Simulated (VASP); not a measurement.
## Na2S: single point with PBEsol

The system is Na2S.

```
Na S
1.0
     0.00000    3.27350    3.27350
     3.27350    0.00000    3.27350
     3.27350    3.27350    0.00000
Na S
2 1
Direct
  0.25000 0.25000 0.25000
  0.75000 0.75000 0.75000
  0.00000 0.00000 0.00000
```

```
Program                : VASP 6.6.1
Task                   : single point
Functional             : PBEsol
Potentials or basis    : VASP PAW PBE potentials, release 64 (Na_pv, S)
Cutoff                 : 500 eV
k mesh                 : 6 × 6 × 6
Occupations            : gaussian, width 0.01 eV
Spin                   : no spin polarisation
Dipole correction      : no
Further INCAR settings : ALGO = Normal; EDIFF = 1e-06; NBANDS = 17
```

The pressure is -0.5 GPa and the band gap on the k mesh is 2.36 eV.

Levels at points of the mesh, in eV from the valence-band top:
```csv
k point,band 6,band 7,band 8,band 9,band 10,band 11,band 12,band 13,band 14,band 15
"(0.00, 0.00, 0.00)",-22.02,-10.12,0.00,0.00,0.00,2.36,7.65,7.65,7.65,9.29
"(0.50, 0.00, 0.00)",-22.04,-9.88,-1.67,-0.13,-0.13,4.70,6.30,7.05,7.05,11.09
"(0.50, 0.50, 0.00)",-22.00,-9.80,-1.49,-0.47,-0.47,3.70,5.94,8.38,9.64,9.64
```

Run time: 20 s on 1 thread of AMD EPYC 7R13 Processor (Zen 3), with other jobs on the host, peak memory 0.16 GiB.

Caveat: the PAW data sets were made with another functional, which shifts forces and pressure a little. Expect the measured gap to be larger: semilocal functionals such as PBEsol lack the derivative discontinuity.
